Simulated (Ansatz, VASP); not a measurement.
One calculation of Ti3Ag, two programs

INCAR

```
SYSTEM = Ti3Ag
PREC = Accurate
ENCUT = 520
EDIFF = 1E-7
ISMEAR = -1
SIGMA = 0.08
LREAL = .FALSE.
LASPH = .TRUE.
NELM = 60
ALGO = Normal
ISIF = 2
LWAVE = .FALSE.
LCHARG = .FALSE.
GGA = CA
NBANDS = 32
```

The input KPOINTS:

```
regular mesh
0
G
  9 9 9
  0 0 0
```

Contents of POSCAR:

```
Ti3Ag
1.0
    4.2288700000      0.0000000000      0.0000000000
    0.0000000000      4.2288700000      0.0000000000
    0.0000000000      0.0000000000      3.9500000000
Ti Ag
3 1
Direct
    0.0000000000      0.5000000000      0.5000000000
    0.5000000000      0.0000000000      0.5000000000
    0.5000000000      0.5000000000      0.0000000000
    0.0000000000      0.0000000000      0.0000000000
```

Input for Ansatz:

```yaml
crystal:
  lattice:
    - [4.22887, 0.0, 0.0]
    - [0.0, 4.22887, 0.0]
    - [0.0, 0.0, 3.95]
  atoms:
    - { symbol: Ti, position: [0.0, 0.5, 0.5] }
    - { symbol: Ti, position: [0.5, 0.0, 0.5] }
    - { symbol: Ti, position: [0.5, 0.5, 0.0] }
    - { symbol: Ag, position: [0.0, 0.0, 0.0] }
kpoints:
  mp_grid: { grid: [9, 9, 9] }
  band_path:
    path:
      - [0.0, 0.0, 0.0]
      - [0.0, 0.5, 0.0]
      - [0.5, 0.5, 0.0]
      - [0.0, 0.0, 0.0]
      - [0.0, 0.0, 0.5]
      - [0.0, 0.5, 0.5]
      - [0.5, 0.5, 0.5]
      - [0.0, 0.0, 0.5]
      - [0.0, 0.5, 0.0]
    npoints: 5
scf:
  occupations: { method: fermi_dirac, width: 0.08 }
hamiltonian:
  xc: lda
  pseudopotentials: { kind: all_electron, lapw: { basis_error: 0.0005 } }
output:
  forces: true
  stress: true
  eigenvalues: true
```

Change from the starting cell: equal xx and yy strain of +1 %.

Alike in both runs: task single point; functional LDA; k mesh 9 × 9 × 9; occupations fermi-dirac, width 0.08 eV; no spin polarisation.

```csv
,VASP,Ansatz
version,VASP 6.6.1,Ansatz 0.2.0
potentials or method,"VASP PAW LDA potentials, release 64 (Ti_sv, Ag), cutoff 520 eV","all-electron LAPW, scalar-relativistic"
```

|  | VASP | Ansatz | Ansatz less VASP |
| --- | --- | --- | --- |
| pressure (GPa) | -11.5 | -11.7 | -0.11 |
| traceless stress, the component that is largest in VASP (GPa) | 1.58 | 1.59 | +0.009 |

LDA's correlation is that of Perdew and Zunger in VASP and of Perdew and Wang (1992) in Ansatz. Ansatz ran all-electron here, and VASP with PAW potentials.
